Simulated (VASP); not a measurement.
Crystal: CrPbO3.

```xyz
5
Lattice="3.9171 0.0000 0.0000 0.0000 3.9171 0.0000 0.0000 0.0000 3.9171" Properties=species:S:1:pos:R:3 pbc="T T T"
Cr    0.0000    0.0000    0.0000
Pb    1.9585    1.9585    1.9585
O     0.0000    0.0000    1.9585
O     0.0000    1.9585    0.0000
O     1.9585    0.0000    0.0000
```

Program: VASP 6.6.1. Alike in all runs: task single point; level LDA+U; potentials or basis VASP PAW LDA potentials, release 64 (Cr_pv, Pb_d, O); spin collinear, ferromagnetic start; cell as given; k mesh 6 × 6 × 6; cutoff (eV) 600; smearing fermi-dirac 0.01 eV.

**Question.** Order these runs on this cell by their pressure, lowest first.
A. U Cr d U = 4.0 eV
B. U Cr d U = 2.0 eV
C. U Cr d U = 8.0 eV
D. U Cr d U = 6.0 eV

**Answer.** B (-15.2 GPa), A (-12.6 GPa), D (-9.2 GPa), C (-5.4 GPa).

Caveats: the cell stands under tension; a cell with one magnetic atom can't hold antiferromagnetic order, which such compounds often take.
